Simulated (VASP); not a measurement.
Set up this calculation in VASP 6.6.1, as the native input.

```
Task                   : single point
Functional             : PBE
Potentials or basis    : VASP PAW PBE potentials, release 64 (Nb_sv, As)
Cutoff                 : 520 eV
k mesh                 : 18 × 18 × 18
Occupations            : gaussian, width 0.3 eV
Spin                   : no spin polarisation
Dipole correction      : no
Further INCAR settings : ALGO = Normal; EDIFF = 1e-06; NBANDS = 26
```

The structure of NbAs lies in POSCAR:

```
NbAs
1.0
   -1.7369824904      1.7369824904      5.8751641276
    1.7369824904     -1.7369824904      5.8751641276
    1.7369824904      1.7369824904     -5.8751641276
Nb As
2 2
Direct
   -0.0011053050     -0.0011053050      0.0000000000
    0.7488946950      0.2488946950      0.5000000000
    0.4171053050      0.4171053050      0.0000000000
    0.1671053050      0.6671053050      0.5000000000
```

One way to write it, as run:

INCAR

```
SYSTEM = NbAs
  PREC = Accurate
  ENCUT = 520
  EDIFF = 1E-6
  ISMEAR = 0
  SIGMA = 0.3
  LREAL = .FALSE.
  LASPH = .TRUE.
  NELM = 60
  ALGO = Normal
  ISIF = 2
  LWAVE = .FALSE.
  LCHARG = .TRUE.
  GGA = PE
  LELF = .TRUE.
  LVHAR = .TRUE.
  NBANDS = 26
```

KPOINTS

```
Automatic mesh
0
G
  18 18 18
  0 0 0
```

Potentials or basis: VASP PAW PBE potentials, release 64 (Nb_sv, As).

Command:

```console
$ cat potpaw_PBE.64/Nb_sv/POTCAR potpaw_PBE.64/As/POTCAR > POTCAR
$ mpirun -np 1 vasp_std > vasp.out
```

Results of the run:

```json
{
  "Pressure": "0.0 GPa",
  "Band gap on the k mesh": "zero (bands 18 and 19 overlap by 0.07 eV)"
}
```

Caveat: so wide a smearing shifts energies and pressures.

Wall time 25 min on 1 thread of AMD EPYC 9R45 96-Core Processor (Zen 5), on a shared host, peak memory 0.89 GiB.
